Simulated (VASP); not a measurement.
# Pt (Im-3m) in VASP: further runs, part 2 of 2

VASP 6.6.1. Earlier steps stand in the parts before.

## 3. Single point, LDA

Input file INCAR:

```
SYSTEM = Pt
ALGO = Normal
EDIFF = 1E-7
ENCUT = 520
ISIF = 2
ISMEAR = -1
LASPH = .True.
LCHARG = .True.
LELF = .True.
LREAL = .False.
LVHAR = .True.
LWAVE = .False.
NBANDS = 11
NELM = 60
PREC = Accurate
SIGMA = 0.1
```

Input file KPOINTS:

```
k-points
0
Gamma
  15 15 15
  0 0 0
```

Input file POSCAR:

```
Pt
1.0
   -1.5842200000      1.5842200000      1.5842200000
    1.5842200000     -1.5842200000      1.5842200000
    1.5842200000      1.5842200000     -1.5842200000
Pt
1
Direct
    0.0000000000      0.0000000000      0.0000000000
```

Potentials or basis: VASP PAW LDA potentials, release 64 (Pt).

On the command line:

```sh
cat potpaw_LDA.64/Pt/POTCAR > POTCAR
mpirun -np 1 vasp_std > vasp.out
```

OUTCAR:

```text
SYSTEM = Pt
   EDIFF = 1E-7
   ENCUT = 520
   ISIF = 2
   ISMEAR = -1
   LASPH = .True.
   LREAL = .False.
   NELM = 60
   PREC = Accurate

 ion  position               nearest neighbor table
   1  0.000  0.000  0.000-

  LATTYP: Found a body centered cubic cell.
 ALAT       =     3.1684400000

  Lattice vectors:

 A1 = (  -1.5842200000,   1.5842200000,   1.5842200000)
 A2 = (   1.5842200000,  -1.5842200000,   1.5842200000)
 A3 = (   1.5842200000,   1.5842200000,  -1.5842200000)

Analysis of symmetry for initial positions (statically):
=====================================================================
 Subroutine PRICEL returns:
 Original cell was already a primitive cell.

 Routine SETGRP: Setting up the symmetry group for a
 body centered cubic supercell.

 Subroutine GETGRP returns: Found 48 space group operations
 (whereof 48 operations were pure point group operations)
 out of a pool of 48 trial point group operations.

The static configuration has the point symmetry O_h .

Analysis of symmetry for dynamics (positions and initial velocities):
=====================================================================
 Subroutine PRICEL returns:
 Original cell was already a primitive cell.

 Routine SETGRP: Setting up the symmetry group for a
 body centered cubic supercell.

 Subroutine GETGRP returns: Found 48 space group operations
 (whereof 48 operations were pure point group operations)
 out of a pool of 48 trial point group operations.

The dynamic configuration has the point symmetry O_h .

 Subroutine INISYM returns: Found 48 space group operations
 (whereof 48 operations are pure point group operations),
 and found     1 'primitive' translations

----------------------------------------------------------------------------------------

                                     Primitive cell

  volume of cell :      15.9040

  direct lattice vectors                    reciprocal lattice vectors
    -1.584220000  1.584220000  1.584220000     0.000000000  0.315612731  0.315612731
     1.584220000 -1.584220000  1.584220000     0.315612731  0.000000000  0.315612731
     1.584220000  1.584220000 -1.584220000     0.315612731  0.315612731  0.000000000

  length of vectors
     2.743949530  2.743949530  2.743949530     0.446343804  0.446343804  0.446343804

  position of ions in fractional coordinates (direct lattice)
     0.000000000  0.000000000  0.000000000

  ion indices of the primitive-cell ions
   primitive index   ion index
                 1           1

----------------------------------------------------------------------------------------

 KPOINTS: k-points

Automatic generation of k-mesh.
 Grid dimensions read from file:
 generate k-points for:   15   15   15

 Generating k-lattice:

  Cartesian coordinates                     Fractional coordinates (reciprocal lattice)
     0.000000000  0.021040849  0.021040849     0.066666667  0.000000000  0.000000000
     0.021040849  0.000000000  0.021040849     0.000000000  0.066666667  0.000000000
     0.021040849  0.021040849  0.000000000     0.000000000  0.000000000  0.066666667

  Length of vectors
     0.029756254  0.029756254  0.029756254

  Shift w.r.t. Gamma in fractional coordinates (k-lattice)
     0.000000000  0.000000000  0.000000000

 Subroutine IBZKPT returns following result:
 ===========================================

 Found    120 irreducible k-points:

 Following reciprocal coordinates:
            Coordinates               Weight
  0.000000  0.000000  0.000000      1.000000
  0.066667  0.000000  0.000000     12.000000
  0.133333  0.000000  0.000000     12.000000
  0.200000  0.000000  0.000000     12.000000
  0.266667  0.000000  0.000000     12.000000
  0.333333  0.000000  0.000000     12.000000
[... 16 lines left out ...]
  0.333333  0.200000  0.000000     48.000000
  0.400000  0.200000  0.000000     24.000000
 [... further k-points ...]
   k-points           NKPTS =    120   k-points in BZ     NKDIM =    120   number of bands    NBANDS=     11
   number of dos      NEDOS =    301   number of ions     NIONS =      1
   total plane-waves  NPLWV =   8000
   dimension x,y,z NGX =    20 NGY =   20 NGZ =   20
   dimension x,y,z NGXF=    40 NGYF=   40 NGZF=   40
   ions per type =               1
   NGX,Y,Z   is equivalent  to a cutoff of  12.12, 12.12, 12.12 a.u.
   NGXF,Y,Z  is equivalent  to a cutoff of  24.23, 24.23, 24.23 a.u.
 SYSTEM =  Pt
   PREC   = accura    normal or accurate (medium, high low for compatibility)
   ISTART =      0    job   : 0-new  1-cont  2-samecut
   ICHARG =      2    charge: 1-file 2-atom 10-const
   ISPIN  =      1    spin polarized calculation?
   LNONCOLLINEAR =      F non collinear calculations
   LSORBIT =      F    spin-orbit coupling
   LASPH  =      T    aspherical Exc in radial PAW
   ENCUT  =  520.0 eV  38.22 Ry    6.18 a.u.   5.10  5.10  5.10*2*pi/ulx,y,z
   NELM   =     60;   NELMIN=  2; NELMDL= -5     # of ELM steps
   EDIFF  = 0.1E-06   stopping-criterion for ELM
   LREAL  =      F    real-space projection
   EDIFFG = 0.1E-05   stopping-criterion for IOM
   NSW    =      0    number of steps for IOM
   IBRION =     -1    ionic relax: 0-MD 1-quasi-New 2-CG
   NFREE  =      0    steps in history (QN), initial steepest desc. (CG)
   ISIF   =      2    stress and relaxation
   ISYM   =      2    0-nonsym 1-usesym 2-fastsym
   POTIM  = 0.5000    time-step for ionic-motion
   TEBEG  =    0.0;   TEEND  =   0.0 temperature during run
   PSTRESS=    0.0 pullay stress
   NELECT =      10.0000    total number of electrons
   NUPDOWN=      -1.0000    fix difference up-down
   EMIN   =  10.00;   EMAX   =-10.00  energy-range for DOS
   EFERMI =   0.00;   METHOD = LEGACY
   ISMEAR =    -1;   SIGMA  =   0.10  broadening in eV -4-tet -1-fermi 0-gaus
   EFERMI_NEDOS =   21; number of points for ismear=-14 and -15
   IALGO  =     38    algorithm
   IMIX   =      4    mixing-type and parameters
     AMIX     =   0.40;   BMIX     =  1.00
     AMIX_MAG =   1.60;   BMIX_MAG =  1.00
  volume/ion in A,a.u.               =      15.90       107.33
  Fermi-wavevector in a.u.,A,eV,Ry     =   1.402510  2.650360 26.763132  1.967035
  Thomas-Fermi vector in A             =   2.525265
   LORBIT       =      0    0 simple, 1 ext, 2 COOP (PROOUT), +10 PAW based schemes
   GGA     = CA    functional components
   LHFCALC =     F    Hartree Fock is set to
   AEXX    =    0.0000 exact exchange contribution
   IVDW    =     0    specifies the selected vdW correction
   LEPSILON=     F    determine dielectric tensor
   LRPA    =     F    only Hartree local field effects (RPA)
 non-spin polarized calculation
  energy-cutoff  :      520.00
  volume of cell :       15.90
 maximum number of plane-waves:       442
   NGX = 11   NGY = 11   NGZ = 11

 number of electron      10.0000000 magnetization

 Free energy of the ion-electron system (eV)
  ---------------------------------------------------
  ext. energy  EPLUGINS =         0.00000000
  ---------------------------------------------------
  free energy    TOTEN  =        -7.36335627 eV

  energy without entropy =       -7.33365566  energy(sigma->0) =       -7.34850597

 E-fermi :   9.9540     XC(G=0): -13.3762

 val. band max:        9.9528399958   @ k =  -0.2667   0.3333   0.1333
 cond. band min:       9.9579143832   @ k =   0.4667   0.0667  -0.0000
 fundamental gap:      0.0050743874
 Fermi energy:         9.9539971392

 k-point     1 :       0.0000    0.0000    0.0000
  band No.  band energies     occupation
      1       0.4796      2.00000
      2       6.4623      2.00000
      3       6.4623      2.00000
      4       6.4623      2.00000
      5       8.9763      1.99989
      6       8.9763      1.99989
      7      27.0062      0.00000
      8      27.0062      0.00000
      9      27.0062      0.00000
     10      37.0223      0.00000
     11      37.0260      0.00000

 k-point     2 :       0.0667    0.0000    0.0000
  band No.  band energies     occupation
      1       0.6595      2.00000
      2       6.3922      2.00000
      3       6.4626      2.00000
      4       6.6061      2.00000
      5       8.8856      1.99995
      6       8.9811      1.99988
      7      27.0894      0.00000
      8      27.1487      0.00000
      9      27.2705      0.00000
     10      34.6987      0.00000
     11      35.1927      0.00000
[... 295 lines left out ...]
 k-point    24 :       0.4000    0.2000    0.0000
  band No.  band energies     occupation
      1       4.2533      2.00000
      2       5.3661      2.00000
      3       7.2269      2.00000
      4       8.7715      1.99999
      5       9.6160      1.93414
      6      14.4936      0.00000
      7      15.6711      0.00000
      8      21.2335      0.00000
      9      25.4232      0.00000
     10      32.7775      0.00000
     11      33.1483      0.00000

 [... further k-points ...]
[... 5 lines left out ...]
  --------------------------------------------------------------------------------------
  -------------------------------------------------------------------------------------
  Total       -1.5201990     -1.5201990     -1.5201990     -0.0000000     -0.0000000      0.0000000
  in kB     -153.1456161   -153.1456161   -153.1456161     -0.0000000     -0.0000000      0.0000000
  external PRESSURE =    -153.1456161 kB  Pullay stress =       0.0000000 kB

 VOLUME and BASIS-vectors are now :
 -----------------------------------------------------------------------------
  energy-cutoff  :      520.00
  volume of cell :       15.90
      direct lattice vectors                 reciprocal lattice vectors
    -1.584220000  1.584220000  1.584220000     0.000000000  0.315612731  0.315612731
     1.584220000 -1.584220000  1.584220000     0.315612731  0.000000000  0.315612731
     1.584220000  1.584220000 -1.584220000     0.315612731  0.315612731  0.000000000

 POSITION                                       TOTAL-FORCE (eV/Angst)
 -----------------------------------------------------------------------------------
      0.00000      0.00000      0.00000         0.000000      0.000000      0.000000
 -----------------------------------------------------------------------------------
    total drift:                                0.000000     -0.000000      0.000000

  FREE ENERGIE OF THE ION-ELECTRON SYSTEM (eV)
  ---------------------------------------------------
  free  energy   TOTEN  =        -7.3633562743 eV

  energy  without entropy=       -7.3336556618  energy(sigma->0) =       -7.34850597
```

Wall time 11 s (1 thread of Intel Xeon 6975P-C, shared host); peak memory 0.13 GiB.

What came out:

```
Free energy            : -7.3634 eV
Pressure               : -15.3 GPa
Band gap on the k mesh : zero (band 5 reaches 10.87 eV, above the bottom of band 6 at 8.83 eV)
```

Levels at points of the mesh, in eV from the Fermi level:
```csv
k point,band 3,band 4,band 5,band 6,band 7,band 8
"(0.00, 0.00, 0.00)",-3.49,-3.49,-0.98,-0.98,17.05,17.05
```

Caveat: spin-orbit coupling is left out, which moves the levels of the heavy elements.
